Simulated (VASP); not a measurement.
CsPbBr3, 5 atoms in the cell. It takes space group Pm-3m (No. 221, cubic). The conventional cell has a = 5.870 Å, b = 5.870 Å, c = 5.870 Å, α = 90.00°, β = 90.00°, γ = 90.00°. Cs (site symmetry m-3m) has 12 Br at 4.15 Å and 8 Pb at 5.08 Å within 5.4 Å. Within 3.9 Å of Pb (site symmetry m-3m) lie 6 Br at 2.94 Å. Br (site symmetry 4/mmm) has 2 Pb at 2.94 Å within 3.9 Å. 

| Item | Value |
| --- | --- |
| Program | VASP 6.6.1 |
| Task | single point |
| Functional | LDA |
| Potentials or basis | VASP PAW LDA potentials, release 64 (Cs_sv, Pb_d, Br) |
| Cutoff | 520 eV |
| k mesh | 6 × 6 × 6 |
| Occupations | gaussian, width 0.01 eV |
| Spin | no spin polarisation |
| Dipole correction | no |
| Further INCAR settings | ALGO = Normal; EDIFF = 1e-07; NBANDS = 30 |

Potentials or basis: VASP PAW LDA potentials, release 64 (Cs_sv, Pb_d, Br).

The run is started by

```console
$ cat potpaw_LDA.64/Cs_sv/POTCAR potpaw_LDA.64/Pb_d/POTCAR potpaw_LDA.64/Br/POTCAR > POTCAR
$ mpirun -np 1 vasp_std > vasp.out
```

Hardware: 1 thread of AMD EPYC 7R13 Processor (Zen 3), with other jobs on the host.

**Question.** Estimate the wall time of this run.

**Answer.** Wall time 110 s on 1 thread of AMD EPYC 7R13 Processor (Zen 3), with other jobs on the host, peak memory 0.3 GiB. Counts: scf iterations 14, k points 20.
